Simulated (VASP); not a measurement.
Here is a VASP 6.6.1 calculation.

File INCAR:

```
SYSTEM = C
PREC     = Accurate       ! precision mode
ENCUT    = 1300           ! plane-wave cutoff, eV
EDIFF    = 1E-7           ! SCF threshold, eV
ISMEAR   = -1             ! smearing method
SIGMA    = 0.05           ! smearing width, eV
LREAL    = .False.        ! projectors in reciprocal space
LASPH    = .True.         ! aspherical terms in the spheres
NELM     = 120            ! most SCF steps
ALGO     = Normal         ! electronic algorithm
ISIF     = 3              ! what is computed and relaxed
LWAVE    = .False.        ! write WAVECAR
LCHARG   = .False.        ! write CHGCAR
GGA      = RE             ! functional
IBRION   = 2              ! ionic algorithm
NSW      = 60             ! ionic steps
EDIFFG   = -0.01          ! ionic threshold
GGA_COMPAT= .False.      
NELMIN   = 4
```

File KPOINTS:

```
regular mesh
0
Gamma
  13 13 8
  0 0 0
```

File POSCAR:

```
C
1.0
    2.1273203072     -1.2282824400      0.0000000000
    2.1273203072      1.2282824400      0.0000000000
   -1.3790696309      0.0000000000      3.5028300786
C
2
Direct
    0.1666444700      0.1666444700      0.9999069600
    0.8333555300      0.8333555300      0.0000930400
```

Potentials or basis: VASP PAW PBE potentials, release 64 (C_h).

The run is started by

```console
$ cat potpaw_PBE.64/C_h/POTCAR > POTCAR
$ mpirun -np 1 vasp_std > vasp.out
```

**Question.** Predict the relaxed volume.

**Answer.** 11.95 Å³/atom.

**Question.** Predict the space group after relaxing (to 0.1 Å).

**Answer.** R-3m (No. 166).

Final structure:
```cif
data_structure
_symmetry_space_group_name_H-M 'P 1'
_symmetry_Int_Tables_number 1
_cell_length_a 2.4737
_cell_length_b 2.4737
_cell_length_c 4.7248
_cell_angle_alpha 104.915
_cell_angle_beta 104.915
_cell_angle_gamma 60.004
_cell_volume 23.91
loop_
_atom_site_label
_atom_site_type_symbol
_atom_site_fract_x
_atom_site_fract_y
_atom_site_fract_z
_atom_site_occupancy
C1 C 0.16669 0.16669 0.00003 1
C2 C 0.83331 0.83331 0.99997 1
```

Caveat: the volume moved by over 15 % at a fixed basis, so the end points are rough; this functional lacks dispersion, which binds layers or chains, so the pressure and a relaxed spacing across them are unreliable; the PAW data sets were made with another functional, which shifts forces and pressure a little.
